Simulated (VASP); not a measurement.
# As (Pm-3m) in VASP: further runs

The runs below take As through single point, with BLYP.

Everything below comes from runs of VASP 6.6.1. Logs are shortened: lines on timing, memory, paths and dates and some standing lists are left out, and cuts for length are marked.

**1. The cell of the first run**

Symmetry: Pm-3m, No. 221, cubic system. The conventional cell has a = 2.696 Å, b = 2.696 Å, c = 2.696 Å, α = 90.00°, β = 90.00°, γ = 90.00°. Within 3.6 Å of As (site symmetry m-3m) lie 6 As at 2.70 Å.

**2. Single point, BLYP (volume scaled by 0.88)**

INCAR

```
SYSTEM = As
PREC = Accurate
ENCUT = 520
EDIFF = 1E-6
ISMEAR = -1
SIGMA = 0.1
LREAL = .False.
LASPH = .True.
NELM = 100
ALGO = Normal
ISIF = 2
LWAVE = .False.
LCHARG = .False.
GGA = B5
ALDAX = 1.0
AGGAX = 1.0
AGGAC = 1.0
ALDAC = 0.0
NBANDS = 8
```

KPOINTS

```
Automatic mesh
0
Gamma
  13 13 13
  0 0 0
```

POSCAR

```
As
1.0
    2.6961225368      0.0000000000      0.0000000000
    0.0000000000      2.6961225368      0.0000000000
    0.0000000000      0.0000000000      2.6961225368
As
1
Direct
    0.0000000000      0.0000000000      0.0000000000
```

Potentials or basis: VASP PAW PBE potentials, release 64 (As).

Run with:

```
$ cat potpaw_PBE.64/As/POTCAR > POTCAR
$ mpirun -np 1 vasp_std > vasp.out
```

OUTCAR:

```text
SYSTEM = As
   PREC = Accurate
   ENCUT = 520
   EDIFF = 1E-6
   ISMEAR = -1
   LREAL = .False.
   LASPH = .True.
   NELM = 100
   ISIF = 2
   GGA = B5

 ion  position               nearest neighbor table
   1  0.000  0.000  0.000-

  LATTYP: Found a simple cubic cell.
 ALAT       =     2.6961225368

  Lattice vectors:

 A1 = (   2.6961225368,   0.0000000000,   0.0000000000)
 A2 = (   0.0000000000,   2.6961225368,   0.0000000000)
 A3 = (   0.0000000000,   0.0000000000,   2.6961225368)

Analysis of symmetry for initial positions (statically):
=====================================================================
 Subroutine PRICEL returns:
 Original cell was already a primitive cell.

 Routine SETGRP: Setting up the symmetry group for a
 simple cubic supercell.

 Subroutine GETGRP returns: Found 48 space group operations
 (whereof 48 operations were pure point group operations)
 out of a pool of 48 trial point group operations.

The static configuration has the point symmetry O_h .

Analysis of symmetry for dynamics (positions and initial velocities):
=====================================================================
 Subroutine PRICEL returns:
 Original cell was already a primitive cell.

 Routine SETGRP: Setting up the symmetry group for a
 simple cubic supercell.

 Subroutine GETGRP returns: Found 48 space group operations
 (whereof 48 operations were pure point group operations)
 out of a pool of 48 trial point group operations.

The dynamic configuration has the point symmetry O_h .

 Subroutine INISYM returns: Found 48 space group operations
 (whereof 48 operations are pure point group operations),
 and found     1 'primitive' translations

----------------------------------------------------------------------------------------

                                     Primitive cell

  volume of cell :      19.5983

  direct lattice vectors                    reciprocal lattice vectors
     2.696122537  0.000000000  0.000000000     0.370903023  0.000000000  0.000000000
     0.000000000  2.696122537  0.000000000     0.000000000  0.370903023  0.000000000
     0.000000000  0.000000000  2.696122537     0.000000000  0.000000000  0.370903023

  length of vectors
     2.696122537  2.696122537  2.696122537     0.370903023  0.370903023  0.370903023

  position of ions in fractional coordinates (direct lattice)
     0.000000000  0.000000000  0.000000000

  ion indices of the primitive-cell ions
   primitive index   ion index
                 1           1

----------------------------------------------------------------------------------------

 KPOINTS: Automatic mesh

Automatic generation of k-mesh.
 Grid dimensions read from file:
 generate k-points for:   13   13   13

 Generating k-lattice:

  Cartesian coordinates                     Fractional coordinates (reciprocal lattice)
     0.028531002  0.000000000  0.000000000     0.076923077  0.000000000  0.000000000
     0.000000000  0.028531002  0.000000000     0.000000000  0.076923077  0.000000000
     0.000000000  0.000000000  0.028531002     0.000000000  0.000000000  0.076923077

  Length of vectors
     0.028531002  0.028531002  0.028531002

  Shift w.r.t. Gamma in fractional coordinates (k-lattice)
     0.000000000  0.000000000  0.000000000

 Subroutine IBZKPT returns following result:
 ===========================================

 Found     84 irreducible k-points:

 Following reciprocal coordinates:
            Coordinates               Weight
  0.000000  0.000000  0.000000      1.000000
  0.076923  0.000000  0.000000      6.000000
  0.153846  0.000000  0.000000      6.000000
  0.230769  0.000000  0.000000      6.000000
  0.307692  0.000000  0.000000      6.000000
  0.384615  0.000000  0.000000      6.000000
[... 16 lines left out ...]
  0.307692  0.307692  0.000000     12.000000
  0.384615  0.307692  0.000000     24.000000
 [... further k-points ...]
   k-points           NKPTS =     84   k-points in BZ     NKDIM =     84   number of bands    NBANDS=      8
   number of dos      NEDOS =    301   number of ions     NIONS =      1
   total plane-waves  NPLWV =   8000
   dimension x,y,z NGX =    20 NGY =   20 NGZ =   20
   dimension x,y,z NGXF=    40 NGYF=   40 NGZF=   40
   ions per type =               1
   NGX,Y,Z   is equivalent  to a cutoff of  12.33, 12.33, 12.33 a.u.
   NGXF,Y,Z  is equivalent  to a cutoff of  24.66, 24.66, 24.66 a.u.
 SYSTEM =  As
   PREC   = accura    normal or accurate (medium, high low for compatibility)
   ISTART =      0    job   : 0-new  1-cont  2-samecut
   ICHARG =      2    charge: 1-file 2-atom 10-const
   ISPIN  =      1    spin polarized calculation?
   LNONCOLLINEAR =      F non collinear calculations
   LSORBIT =      F    spin-orbit coupling
   LASPH  =      T    aspherical Exc in radial PAW
   ENCUT  =  520.0 eV  38.22 Ry    6.18 a.u.   5.01  5.01  5.01*2*pi/ulx,y,z
   NELM   =    100;   NELMIN=  2; NELMDL= -5     # of ELM steps
   EDIFF  = 0.1E-05   stopping-criterion for ELM
   LREAL  =      F    real-space projection
   EDIFFG = 0.1E-04   stopping-criterion for IOM
   NSW    =      0    number of steps for IOM
   IBRION =     -1    ionic relax: 0-MD 1-quasi-New 2-CG
   NFREE  =      0    steps in history (QN), initial steepest desc. (CG)
   ISIF   =      2    stress and relaxation
   ISYM   =      2    0-nonsym 1-usesym 2-fastsym
   POTIM  = 0.5000    time-step for ionic-motion
   TEBEG  =    0.0;   TEEND  =   0.0 temperature during run
   PSTRESS=    0.0 pullay stress
   NELECT =       5.0000    total number of electrons
   NUPDOWN=      -1.0000    fix difference up-down
   EMIN   =  10.00;   EMAX   =-10.00  energy-range for DOS
   EFERMI =   0.00;   METHOD = LEGACY
   ISMEAR =    -1;   SIGMA  =   0.10  broadening in eV -4-tet -1-fermi 0-gaus
   EFERMI_NEDOS =   21; number of points for ismear=-14 and -15
   IALGO  =     38    algorithm
   IMIX   =      4    mixing-type and parameters
     AMIX     =   0.40;   BMIX     =  1.00
     AMIX_MAG =   1.60;   BMIX_MAG =  1.00
  volume/ion in A,a.u.               =      19.60       132.26
  Fermi-wavevector in a.u.,A,eV,Ry     =   1.038306  1.962113 14.668149  1.078079
  Thomas-Fermi vector in A             =   2.172784
   LORBIT       =      0    0 simple, 1 ext, 2 COOP (PROOUT), +10 PAW based schemes
   GGA     = B5    functional components
   LHFCALC =     F    Hartree Fock is set to
   AEXX    =    0.0000 exact exchange contribution
   IVDW    =     0    specifies the selected vdW correction
   LEPSILON=     F    determine dielectric tensor
   LRPA    =     F    only Hartree local field effects (RPA)
 non-spin polarized calculation
  energy-cutoff  :      520.00
  volume of cell :       19.60
 maximum number of plane-waves:       540
   NGX = 11   NGY = 11   NGZ = 11

 number of electron       5.0000001 magnetization

 Free energy of the ion-electron system (eV)
  ---------------------------------------------------
  ext. energy  EPLUGINS =         0.00000000
  ---------------------------------------------------
  free energy    TOTEN  =        -3.74449845 eV

  energy without entropy =       -3.73531948  energy(sigma->0) =       -3.73990896

 E-fermi :   6.5919     XC(G=0):  -9.7720

 val. band max:        6.5600742394   @ k =   0.3077   0.2308   0.1538
 cond. band min:       6.6372805825   @ k =   0.3077   0.2308   0.2308
 fundamental gap:      0.0772063431
 Fermi energy:         6.5919099075

 k-point     1 :       0.0000    0.0000    0.0000
  band No.  band energies     occupation
      1      -8.5614      2.00000
      2      10.6090      0.00000
      3      10.6090      0.00000
      4      10.6090      0.00000
      5      15.1722      0.00000
      6      15.1722      0.00000
      7      17.5343      0.00000
      8      31.5095      0.00000

 k-point     2 :       0.0769    0.0000    0.0000
  band No.  band energies     occupation
      1      -8.4525      2.00000
      2       9.2789      0.00000
      3      10.7046      0.00000
      4      10.7046      0.00000
      5      15.2687      0.00000
      6      16.1449      0.00000
      7      18.1825      0.00000
      8      29.9051      0.00000

 k-point     3 :       0.1538    0.0000    0.0000
  band No.  band energies     occupation
      1      -8.1294      2.00000
      2       6.9652      0.04674
      3      10.9833      0.00000
      4      10.9833      0.00000
      5      15.5539      0.00000
      6      17.0074      0.00000
      7      20.4720      0.00000
      8      27.6253      0.00000

 k-point     4 :       0.2308    0.0000    0.0000
  band No.  band energies     occupation
      1      -7.6049      2.00000
      2       4.6536      2.00000
      3      11.4178      0.00000
      4      11.4178      0.00000
      5      16.0122      0.00000
      6      17.6705      0.00000
      7      23.2738      0.00000
      8      25.5094      0.00000

 k-point     5 :       0.3077    0.0000    0.0000
  band No.  band energies     occupation
      1      -6.9130      2.00000
      2       2.5655      2.00000
      3      11.9508      0.00000
      4      11.9508      0.00000
      5      16.6054      0.00000
      6      18.4680      0.00000
      7      23.6960      0.00000
      8      23.6960      0.00000

 k-point     6 :       0.3846    0.0000    0.0000
  band No.  band energies     occupation
      1      -6.1439      2.00000
      2       0.8473      2.00000
      3      12.4754      0.00000
      4      12.4754      0.00000
      5      17.2411      0.00000
      6      19.4552      0.00000
      7      22.3122      0.00000
      8      22.3122      0.00000

 k-point     7 :       0.4615    0.0000    0.0000
  band No.  band energies     occupation
      1      -5.5450      2.00000
      2      -0.2307      2.00000
      3      12.8210      0.00000
      4      12.8210      0.00000
      5      17.7077      0.00000
      6      20.6170      0.00000
      7      21.5357      0.00000
      8      21.5357      0.00000

 k-point     8 :       0.0769    0.0769    0.0000
  band No.  band energies     occupation
      1      -8.3437      2.00000
      2       9.2432      0.00000
      3       9.5208      0.00000
      4      10.8001      0.00000
      5      15.7735      0.00000
      6      16.9440      0.00000
      7      18.5690      0.00000
      8      28.3161      0.00000

 k-point     9 :       0.1538    0.0769    0.0000
  band No.  band energies     occupation
      1      -8.0205      2.00000
      2       7.0584      0.01866
      3       9.6876      0.00000
      4      11.0786      0.00000
      5      16.1568      0.00000
      6      17.9553      0.00000
      7      20.5349      0.00000
      8      26.0812      0.00000

 k-point    10 :       0.2308    0.0769    0.0000
  band No.  band energies     occupation
      1      -7.4961      2.00000
      2       4.7531      2.00000
      3      10.1382      0.00000
      4      11.5127      0.00000
      5      16.6469      0.00000
      6      18.5317      0.00000
      7      22.7973      0.00000
      8      24.5828      0.00000
[... 78 lines left out ...]
 k-point    18 :       0.4615    0.1538    0.0000
  band No.  band energies     occupation
      1      -5.1090      2.00000
      2       0.1734      2.00000
      3       9.5050      0.00000
      4      13.1839      0.00000
      5      16.3211      0.00000
      6      19.4386      0.00000
      7      21.9200      0.00000
      8      22.7526      0.00000

 k-point    19 :       0.2308    0.2308    0.0000
  band No.  band energies     occupation
      1      -6.6477      2.00000
      2       5.2408      2.00000
      3       5.8594      1.99868
      4      12.2195      0.00000
      5      17.4194      0.00000
      6      18.7841      0.00000
      7      24.1430      0.00000
      8      24.9844      0.00000

 k-point    20 :       0.3077    0.2308    0.0000
  band No.  band energies     occupation
      1      -5.9540      2.00000
      2       3.4308      2.00000
      3       6.1982      1.96175
      4      12.7463      0.00000
      5      16.3101      0.00000
      6      18.7471      0.00000
      7      24.4915      0.00000
      8      24.9484      0.00000

 k-point    21 :       0.3846    0.2308    0.0000
  band No.  band energies     occupation
      1      -5.1811      2.00000
      2       1.7292      2.00000
      3       6.8169      0.19064
      4      13.2630      0.00000
      5      14.8913      0.00000
      6      19.4893      0.00000
      7      23.1430      0.00000
      8      24.3471      0.00000

 k-point    22 :       0.4615    0.2308    0.0000
  band No.  band energies     occupation
      1      -4.5764      2.00000
      2       0.6515      2.00000
      3       7.2610      0.00248
      4      13.6022      0.00000
      5      14.0222      0.00000
      6      20.2030      0.00000
      7      22.3821      0.00000
      8      23.3863      0.00000

 k-point    23 :       0.3077    0.3077    0.0000
  band No.  band energies     occupation
      1      -5.2576      2.00000
      2       3.7780      2.00000
      3       4.3885      2.00000
      4      13.2673      0.00000
      5      14.4512      0.00000
      6      19.4093      0.00000
      7      24.8184      0.00000
      8      25.3933      0.00000

 k-point    24 :       0.3846    0.3077    0.0000
  band No.  band energies     occupation
      1      -4.4789      2.00000
      2       2.3296      2.00000
      3       4.7563      2.00000
      4      12.9344      0.00000
      5      13.7767      0.00000
      6      20.2418      0.00000
      7      23.7216      0.00000
      8      25.2226      0.00000

 [... further k-points ...]
[... 5 lines left out ...]
  --------------------------------------------------------------------------------------
  -------------------------------------------------------------------------------------
  Total        1.2672245      1.2672245      1.2672245      0.0000000      0.0000000     -0.0000000
  in kB      103.5965397    103.5965397    103.5965397      0.0000000      0.0000000     -0.0000000
  external PRESSURE =     103.5965397 kB  Pullay stress =       0.0000000 kB

 VOLUME and BASIS-vectors are now :
 -----------------------------------------------------------------------------
  energy-cutoff  :      520.00
  volume of cell :       19.60
      direct lattice vectors                 reciprocal lattice vectors
     2.696122537  0.000000000  0.000000000     0.370903023  0.000000000  0.000000000
     0.000000000  2.696122537  0.000000000     0.000000000  0.370903023  0.000000000
     0.000000000  0.000000000  2.696122537     0.000000000  0.000000000  0.370903023

 POSITION                                       TOTAL-FORCE (eV/Angst)
 -----------------------------------------------------------------------------------
      0.00000      0.00000      0.00000         0.000000      0.000000      0.000000
 -----------------------------------------------------------------------------------
    total drift:                               -0.000000     -0.000000      0.000000

  FREE ENERGIE OF THE ION-ELECTRON SYSTEM (eV)
  ---------------------------------------------------
  free  energy   TOTEN  =        -3.7444984515 eV

  energy  without entropy=       -3.7353194764  energy(sigma->0) =       -3.73990896
```

It took 16 s on 1 thread of Intel Xeon 8259CL, shared host; peak memory 0.13 GiB.

What came out:

| Property | Result |
| --- | --- |
| Free energy | -3.7445 eV |
| Pressure | 10.4 GPa |

Levels at points of the mesh, in eV from the Fermi level:
| k point | band 1 | band 2 | band 3 | band 4 | band 5 | band 6 | band 7 |
| --- | --- | --- | --- | --- | --- | --- | --- |
| (0.00, 0.00, 0.00) | -15.15 | 4.02 | 4.02 | 4.02 | 8.58 | 8.58 | 10.94 |

Caveat: the PAW data sets were made with another functional, which shifts forces and pressure a little.

**3. Single point, BLYP (volume scaled by 0.92)**

INCAR

```
PREC = Accurate
ENCUT = 520
EDIFF = 1E-6
ISMEAR = -1
SIGMA = 0.1
LREAL = F
LASPH = T
NELM = 80
ALGO = Normal
ISIF = 2
LWAVE = F
LCHARG = F
GGA = B5
ALDAX = 1.0
AGGAX = 1.0
AGGAC = 1.0
ALDAC = 0.0
NBANDS = 8
```

KPOINTS

```
Automatic mesh
0
Gamma
  13 13 13
```

POSCAR

```
As
1.0
    2.7363691052      0.0000000000      0.0000000000
    0.0000000000      2.7363691052      0.0000000000
    0.0000000000      0.0000000000      2.7363691052
As
1
Direct
    0.0000000000      0.0000000000      0.0000000000
```

Potentials or basis: VASP PAW PBE potentials, release 64 (As).

Run with:

```
$ cat potpaw_PBE.64/As/POTCAR > POTCAR
$ mpirun -np 1 vasp_std > vasp.out
```

Run time: 16 s. Hardware: 1 thread of Intel Xeon 8259CL, shared host; peak memory 0.13 GiB.

The run converged. Its results:

```yaml
Free_energy: -3.7896 eV
Pressure: 6.0 GPa
```

Levels at points of the mesh, in eV from the Fermi level:
```csv
k point,band 1,band 2,band 3,band 4,band 5,band 6,band 7
"(0.00, 0.00, 0.00)",-14.75,3.86,3.86,3.86,8.56,8.56,10.56
```

Caveat: the PAW data sets were made with another functional, which shifts forces and pressure a little.

[end of part 1 of 2]
